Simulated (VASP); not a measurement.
# Y (P6_3/mmc) in VASP: relaxation of cell and atoms with LDA

Aim: the relaxation of cell and atoms of Y with LDA.

Program: VASP 6.6.1. These are calculated values, not measurements. Logs are shortened: lines on timing, memory, paths and dates and some standing lists are left out, and cuts for length are marked.

## Step 1: The cell of the first run

Symmetry: P6_3/mmc, No. 194, hexagonal system. Conventional cell: a = 3.548 Å, b = 3.548 Å, c = 5.494 Å, α = 90.00°, β = 90.00°, γ = 120.00°. Within 4.5 Å of Y (site symmetry -6m2) lie 12 Y at 3.43 to 3.55 Å.

## Step 2: Relaxation of cell and atoms, LDA

Input file INCAR:

```
SYSTEM = Y
ALGO = Normal
EDIFF = 1E-7
EDIFFG = -0.001
ENCUT = 600
IBRION = 2
ISIF = 3
ISMEAR = -1
LASPH = .True.
LCHARG = .False.
LREAL = .False.
LWAVE = .False.
NELM = 60
NSW = 80
PREC = Accurate
SIGMA = 0.15
```

Input file KPOINTS:

```
k-points
0
Gamma
  12 12 6
  0 0 0
```

Input file POSCAR:

```
Y
1.0
    3.5482707538      0.0000000028      0.0000000000
   -1.7741353793      3.0728926109      0.0000000000
    0.0000000000      0.0000000000      5.4939439604
Y
2
Direct
    0.3333333333      0.6666666667      0.2500000000
    0.6666666667      0.3333333333      0.7500000000
```

Potentials or basis: VASP PAW LDA potentials, release 64 (Y_sv).

Launch:

```bash
$ cat potpaw_LDA.64/Y_sv/POTCAR > POTCAR
$ mpirun -np 1 vasp_std > vasp.out
```

OUTCAR:

```text
SYSTEM = Y
   EDIFF = 1E-7
   EDIFFG = -0.001
   ENCUT = 600
   IBRION = 2
   ISIF = 3
   ISMEAR = -1
   LASPH = .True.
   LREAL = .False.
   NELM = 60
   NSW = 80
   PREC = Accurate

 ion  position               nearest neighbor table
   1  0.333  0.667  0.250-   2 3.43   2 3.43   2 3.43   2 3.43   2 3.43   2 3.43
   2  0.667  0.333  0.750-   1 3.43   1 3.43   1 3.43   1 3.43   1 3.43   1 3.43

  LATTYP: Found a hexagonal cell.
 ALAT       =     3.5482707538
 C/A-ratio  =     1.5483440644

  Lattice vectors:

 A1 = (   3.5482707538,   0.0000000028,   0.0000000000)
 A2 = (  -1.7741353793,   3.0728926109,   0.0000000000)
 A3 = (   0.0000000000,   0.0000000000,   5.4939439604)

Analysis of symmetry for initial positions (statically):
=====================================================================
 Subroutine PRICEL returns:
 Original cell was already a primitive cell.

 Routine SETGRP: Setting up the symmetry group for a
 hexagonal supercell.

 Subroutine GETGRP returns: Found 24 space group operations
 (whereof 12 operations were pure point group operations)
 out of a pool of 24 trial point group operations.

The static configuration has the point symmetry D_3d.
 The point group associated with its full space group is D_6h.

Analysis of symmetry for dynamics (positions and initial velocities):
=====================================================================
 Subroutine PRICEL returns:
 Original cell was already a primitive cell.

 Routine SETGRP: Setting up the symmetry group for a
 hexagonal supercell.

 Subroutine GETGRP returns: Found 24 space group operations
 (whereof 12 operations were pure point group operations)
 out of a pool of 24 trial point group operations.

The dynamic configuration has the point symmetry D_3d.
 The point group associated with its full space group is D_6h.

 Subroutine INISYM returns: Found 24 space group operations
 (whereof 12 operations are pure point group operations),
 and found     1 'primitive' translations

----------------------------------------------------------------------------------------

                                     Primitive cell

  volume of cell :      59.9030

  direct lattice vectors                    reciprocal lattice vectors
     3.548270754  0.000000003  0.000000000     0.281827422  0.162713138  0.000000000
    -1.774135379  3.072892611  0.000000000    -0.000000000  0.325426276  0.000000000
     0.000000000  0.000000000  5.493943960     0.000000000  0.000000000  0.182018602

  length of vectors
     3.548270754  3.548270754  5.493943960     0.325426276  0.325426276  0.182018602

  position of ions in fractional coordinates (direct lattice)
     0.333333333  0.666666667  0.250000000
     0.666666667  0.333333333  0.750000000

  ion indices of the primitive-cell ions
   primitive index   ion index
                 1           1
                 2           2

----------------------------------------------------------------------------------------

 KPOINTS: k-points

Automatic generation of k-mesh.
 Grid dimensions read from file:
 generate k-points for:   12   12    6

 Generating k-lattice:

  Cartesian coordinates                     Fractional coordinates (reciprocal lattice)
     0.023485619  0.013559428  0.000000000     0.083333333  0.000000000  0.000000000
    -0.000000000  0.027118856  0.000000000     0.000000000  0.083333333  0.000000000
     0.000000000  0.000000000  0.030336434     0.000000000  0.000000000  0.166666667

  Length of vectors
     0.027118856  0.027118856  0.030336434

  Shift w.r.t. Gamma in fractional coordinates (k-lattice)
     0.000000000  0.000000000  0.000000000

 Subroutine IBZKPT returns following result:
 ===========================================

 Found     76 irreducible k-points:

 Following reciprocal coordinates:
            Coordinates               Weight
  0.000000  0.000000  0.000000      1.000000
  0.083333  0.000000  0.000000      6.000000
  0.166667  0.000000  0.000000      6.000000
  0.250000  0.000000  0.000000      6.000000
  0.333333  0.000000  0.000000      6.000000
  0.416667 -0.000000  0.000000      6.000000
[... 16 lines left out ...]
  0.250000  0.000000  0.166667     12.000000
  0.333333  0.000000  0.166667     12.000000
 [... further k-points ...]
   k-points           NKPTS =     76   k-points in BZ     NKDIM =     76   number of bands    NBANDS=     15
   number of dos      NEDOS =    301   number of ions     NIONS =      2
   total plane-waves  NPLWV =  37632
   dimension x,y,z NGX =    28 NGY =   28 NGZ =   48
   dimension x,y,z NGXF=    56 NGYF=   56 NGZF=   96
   ions per type =               2
   NGX,Y,Z   is equivalent  to a cutoff of  13.12, 13.12, 14.52 a.u.
   NGXF,Y,Z  is equivalent  to a cutoff of  26.24, 26.24, 29.05 a.u.
 SYSTEM =  Y
   PREC   = accura    normal or accurate (medium, high low for compatibility)
   ISTART =      0    job   : 0-new  1-cont  2-samecut
   ICHARG =      2    charge: 1-file 2-atom 10-const
   ISPIN  =      1    spin polarized calculation?
   LNONCOLLINEAR =      F non collinear calculations
   LSORBIT =      F    spin-orbit coupling
   LASPH  =      T    aspherical Exc in radial PAW
   ENCUT  =  600.0 eV  44.10 Ry    6.64 a.u.   7.09  7.09 10.97*2*pi/ulx,y,z
   NELM   =     60;   NELMIN=  2; NELMDL= -5     # of ELM steps
   EDIFF  = 0.1E-06   stopping-criterion for ELM
   LREAL  =      F    real-space projection
   EDIFFG = -.1E-02   stopping-criterion for IOM
   NSW    =     80    number of steps for IOM
   IBRION =      2    ionic relax: 0-MD 1-quasi-New 2-CG
   NFREE  =      1    steps in history (QN), initial steepest desc. (CG)
   ISIF   =      3    stress and relaxation
   ISYM   =      2    0-nonsym 1-usesym 2-fastsym
   POTIM  = 0.5000    time-step for ionic-motion
   TEBEG  =    0.0;   TEEND  =   0.0 temperature during run
   PSTRESS=    0.0 pullay stress
   NELECT =      22.0000    total number of electrons
   NUPDOWN=      -1.0000    fix difference up-down
   EMIN   =  10.00;   EMAX   =-10.00  energy-range for DOS
   EFERMI =   0.00;   METHOD = LEGACY
   ISMEAR =    -1;   SIGMA  =   0.15  broadening in eV -4-tet -1-fermi 0-gaus
   EFERMI_NEDOS =   21; number of points for ismear=-14 and -15
   IALGO  =     38    algorithm
   IMIX   =      4    mixing-type and parameters
     AMIX     =   0.40;   BMIX     =  1.00
     AMIX_MAG =   1.60;   BMIX_MAG =  1.00
  volume/ion in A,a.u.               =      29.95       202.12
  Fermi-wavevector in a.u.,A,eV,Ry     =   1.172374  2.215466 18.700682  1.374461
  Thomas-Fermi vector in A             =   2.308804
   LORBIT       =      0    0 simple, 1 ext, 2 COOP (PROOUT), +10 PAW based schemes
   GGA     = CA    functional components
   LHFCALC =     F    Hartree Fock is set to
   AEXX    =    0.0000 exact exchange contribution
   IVDW    =     0    specifies the selected vdW correction
   LEPSILON=     F    determine dielectric tensor
   LRPA    =     F    only Hartree local field effects (RPA)
 conjugate gradient relaxation of ions
 non-spin polarized calculation
  energy-cutoff  :      600.00
  volume of cell :       59.90
 maximum number of plane-waves:      2043
   NGX = 15   NGY = 15   NGZ = 21

--------------------------------------- Ionic step        1  -------------------------------------------

 number of electron      22.0000000 magnetization

 Free energy of the ion-electron system (eV)
  ---------------------------------------------------
  ext. energy  EPLUGINS =         0.00000000
  ---------------------------------------------------
  free energy    TOTEN  =       -14.01954552 eV

  energy without entropy =      -13.78517617  energy(sigma->0) =      -13.90236084

------------------------ aborting loop because EDIFF is reached ----------------------------------------

  FORCE on cell =-STRESS in cart. coord.  units (eV):
  Direction    XX          YY          ZZ          XY          YZ          ZX
  --------------------------------------------------------------------------------------
  -------------------------------------------------------------------------------------
  Total       -0.0701178     -0.0701178      0.2199104     -0.0000000      0.0000000     -0.0000000
  in kB       -1.8753856     -1.8753856      5.8817688     -0.0000000      0.0000000     -0.0000000
  external PRESSURE =       0.7103325 kB  Pullay stress =       0.0000000 kB
[... 57 lines left out ...]
  energy  without entropy=      -13.7845979589  energy(sigma->0) =      -13.90257660

--------------------------------------- Ionic step        3  -------------------------------------------

 number of electron      22.0000000 magnetization

 E-fermi :   3.2755     XC(G=0):  -9.9926

 val. band max:        3.2688038488   @ k =   0.1667   0.1667   0.0000
 cond. band min:       3.2809876655   @ k =   0.3333   0.2500   0.3333
 fundamental gap:      0.0121838167
 Fermi energy:         3.2755259901

 k-point     1 :       0.0000    0.0000    0.0000
  band No.  band energies     occupation
      1     -38.9691      2.00000
      2     -38.8583      2.00000
      3     -19.5021      2.00000
      4     -18.8460      2.00000
      5     -18.8460      2.00000
      6     -18.7259      2.00000
      7     -18.7259      2.00000
      8     -18.6882      2.00000
      9      -1.5314      2.00000
     10       1.2617      2.00000
     11       4.5421      0.00043
     12       5.0454      0.00002
     13       5.0454      0.00002
     14       5.3825      0.00000
     15       5.7188      0.00000
[... 397 lines left out ...]
 k-point    24 :       0.3333    0.0000    0.1667
  band No.  band energies     occupation
      1     -38.9016      2.00000
      2     -38.8464      2.00000
      3     -19.3353      2.00000
      4     -19.1748      2.00000
      5     -19.1122      2.00000
      6     -18.9557      2.00000
      7     -18.8077      2.00000
      8     -18.7940      2.00000
      9       0.6560      2.00000
     10       2.2445      1.99793
     11       2.7243      1.95054
     12       3.5031      0.35976
     13       4.6556      0.00020
     14       5.1271      0.00001
     15       5.1510      0.00001

 [... further k-points ...]
[... 5 lines left out ...]
  --------------------------------------------------------------------------------------
  -------------------------------------------------------------------------------------
  Total       -0.0416073     -0.0416073     -0.0257004     -0.0000000      0.0000000      0.0000000
  in kB       -1.1090822     -1.1090822     -0.6850688     -0.0000000      0.0000000      0.0000000
  external PRESSURE =      -0.9677444 kB  Pullay stress =       0.0000000 kB
[... 165 lines left out ...]
  energy  without entropy=      -13.7839497576  energy(sigma->0) =      -13.90239624

--------------------------------------- Ionic step        8  -------------------------------------------

 number of electron      22.0000000 magnetization

 Free energy of the ion-electron system (eV)
  ---------------------------------------------------
  ext. energy  EPLUGINS =         0.00000000
  ---------------------------------------------------
  free energy    TOTEN  =       -14.02084287 eV

  energy without entropy =      -13.78394395  energy(sigma->0) =      -13.90239341

 E-fermi :   3.2877     XC(G=0): -10.0018

 val. band max:        3.2798685385   @ k =   0.1667   0.1667   0.0000
 cond. band min:       3.2939444276   @ k =   0.3333   0.2500   0.3333
 fundamental gap:      0.0140758890
 Fermi energy:         3.2877017938

 k-point     1 :       0.0000    0.0000    0.0000
  band No.  band energies     occupation
      1     -38.9521      2.00000
      2     -38.8406      2.00000
      3     -19.4879      2.00000
      4     -18.8269      2.00000
      5     -18.8269      2.00000
      6     -18.7065      2.00000
      7     -18.7065      2.00000
      8     -18.6693      2.00000
      9      -1.5228      2.00000
     10       1.2689      2.00000
     11       4.5570      0.00042
     12       5.0605      0.00001
     13       5.0605      0.00001
     14       5.3912      0.00000
     15       5.7342      0.00000
[... 397 lines left out ...]
 k-point    24 :       0.3333    0.0000    0.1667
  band No.  band energies     occupation
      1     -38.8840      2.00000
      2     -38.8283      2.00000
      3     -19.3202      2.00000
      4     -19.1593      2.00000
      5     -19.0962      2.00000
      6     -18.9376      2.00000
      7     -18.7893      2.00000
      8     -18.7754      2.00000
      9       0.6686      2.00000
     10       2.2531      1.99798
     11       2.7338      1.95140
     12       3.5174      0.35562
     13       4.6682      0.00020
     14       5.1453      0.00001
     15       5.1648      0.00001

 [... further k-points ...]
[... 5 lines left out ...]
  --------------------------------------------------------------------------------------
  -------------------------------------------------------------------------------------
  Total        0.0008171      0.0008171      0.0014107      0.0000000      0.0000000      0.0000000
  in kB        0.0218315      0.0218315      0.0376880      0.0000000      0.0000000      0.0000000
  external PRESSURE =       0.0271170 kB  Pullay stress =       0.0000000 kB
[... 17 lines left out ...]
  FREE ENERGIE OF THE ION-ELECTRON SYSTEM (eV)
  ---------------------------------------------------
  free  energy   TOTEN  =       -14.0208428661 eV

  energy  without entropy=      -13.7839439511  energy(sigma->0) =      -13.90239341

 reached required accuracy - stopping structural energy minimisation
```

Run time: 7.2 min. Hardware: 1 thread of Oxide Virtual Turin-like, shared host; peak memory 0.2 GiB.

Results:

```yaml
Free_energy: -14.0208 eV
Relaxed_volume: 29.98 Å³/atom
Relaxed_cell: a = 3.534 Å, b = 3.534 Å, c = 5.545 Å, α = 90.00°, β = 90.00°, γ = 120.00°
Space_group_after_relaxing_to_0.05_Å: P6_3/mmc (No. 194)
Energy_gained_by_relaxing: 0.6 meV/atom
Ionic_steps: 8
Pressure_after_relaxing: 0.0 GPa
Band_gap_on_the_k_mesh: zero (band 11 reaches 4.56 eV, above the bottom of band 12 at 2.89 eV)
```

Step by step:
```
step  energy change (eV)  largest force (eV/Å)  pressure (GPa)  volume (Å³)
   1              0.0000                0.0000            0.07        59.90
   2             -0.0010                0.0000           -0.02        60.02
   3             -0.0013                0.0000           -0.10        60.11
   4             -0.0013                0.0000            0.02        59.93
   5             -0.0013                0.0000           -0.01        59.97
   6             -0.0013                0.0000            0.01        59.96
   7             -0.0013                0.0000            0.01        59.97
   8             -0.0013                0.0000            0.00        59.97
```

Final structure:
```
Y
1.0
     3.53394    0.00000    0.00000
    -1.76697    3.06048    0.00000
     0.00000    0.00000    5.54469
Y
2
Direct
  0.33333 0.66667 0.25000
  0.66667 0.33333 0.75000
```
